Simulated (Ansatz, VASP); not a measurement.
**Two plane-wave programs on SnSe**

```
Sn Se
1.0
     4.20411    0.00000    0.00000
     0.00000    4.20411    0.00000
     0.00000    0.00000   23.91826
Sn Se
4 4
Direct
  0.50000 0.50000 0.31769
  0.00000 0.00000 0.43118
  0.50000 0.50000 0.56882
  0.00000 0.00000 0.68231
  0.00000 0.00000 0.31564
  0.50000 0.50000 0.43260
  0.00000 0.00000 0.56740
  0.50000 0.50000 0.68436
```

Alike in both runs: functional PBEsol; k mesh 6 × 6 × 1; occupations gaussian, width 0.05 eV; no spin polarisation.

Ansatz relaxed the structure, and its values are those at the end. VASP's run is a single point on that final structure, the one shown.

|  | VASP | Ansatz |
| --- | --- | --- |
| version | VASP 6.6.1 | Ansatz 0.2.0 |
| potentials or method | VASP PAW PBE potentials, release 64 (Sn_d, Se), cutoff 520 eV | scalar-relativistic, plane waves, PAW |
| valence electrons in the cell | 80 | 120 |

|  | VASP | Ansatz | Ansatz less VASP |
| --- | --- | --- | --- |
| gap on the k mesh at the Fermi level (eV) | 1.08 | 1.08 | +0.005 |
| least direct gap on the mesh (eV) | 1.11 | 1.11 | 0.000 |
| rms of the force components (eV/Å) | 0.004 | 0.005 | +0.0007 |

VASP's potentials were made for PBE, not for PBEsol. The functional is the same, so the differences come from potentials, cutoffs and numerics. VASP's potentials hold 80 valence electrons a cell and Ansatz's 120, so a difference there can come from the potentials and not from the codes.
